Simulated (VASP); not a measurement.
SnSe: single point with PBE+D3(BJ)

The system is SnSe.

```xyz
2
Lattice="0.0000 2.9888 2.8991 2.9888 0.0000 2.8991 2.9888 2.9888 0.0000" Properties=species:S:1:pos:R:3 pbc="T T T"
Sn    0.0000    0.0000    0.0000
Se    2.9888    2.9888    2.8991
```

This cell differs from its parent crystal: strain +0.000 along x and y, -0.030 along z.

```yaml
Program: VASP 6.6.1
Task: single point
Functional: PBE
Dispersion: D3(BJ)
Potentials_or_basis: VASP PAW PBE potentials, release 64 (Sn_d, Se)
Cutoff: 520 eV
k_mesh: 10 × 10 × 10
Occupations: gaussian, width 0.05 eV
Spin: no spin polarisation
Dipole_correction: no
Further_INCAR_settings: ALGO = Normal; EDIFF = 1e-06; NBANDS = 17
```

| Item | Value |
| --- | --- |
| Pressure | 1.9 GPa |
| Band gap on the k mesh | 0.40 eV, indirect (least direct gap 0.52 eV) |
| Dispersion energy per atom | -0.373 eV |

Stress tensor (GPa, compression positive):
```
0.23 0.00 0.00
0.00 0.23 0.00
0.00 0.00 5.12
```

Levels at points of the mesh, in eV from the valence-band top:
```csv
k point,band 8,band 9,band 10,band 11,band 12,band 13
"(0.00, 0.00, 0.00)",-2.64,-2.33,-2.33,4.18,4.18,4.96
"(0.50, 0.00, 0.00)",-2.20,-2.14,-0.14,0.71,1.04,1.23
"(0.50, 0.50, 0.00)",-5.97,-4.02,-4.02,2.69,5.45,5.45
"(0.50, 0.00, 0.50)",-5.90,-4.13,-3.77,2.80,5.22,6.02
```

Run time: 29 s on 1 thread of Intel(R) Xeon(R) 6975P-C (Granite Rapids) (shared host), peak memory 0.24 GiB.

Caveat: the cell differs from its parent crystal (strain +0.000 along x and y, -0.030 along z); spin-orbit coupling is left out, which moves the levels of the heavy elements. A k mesh can miss the band edges.
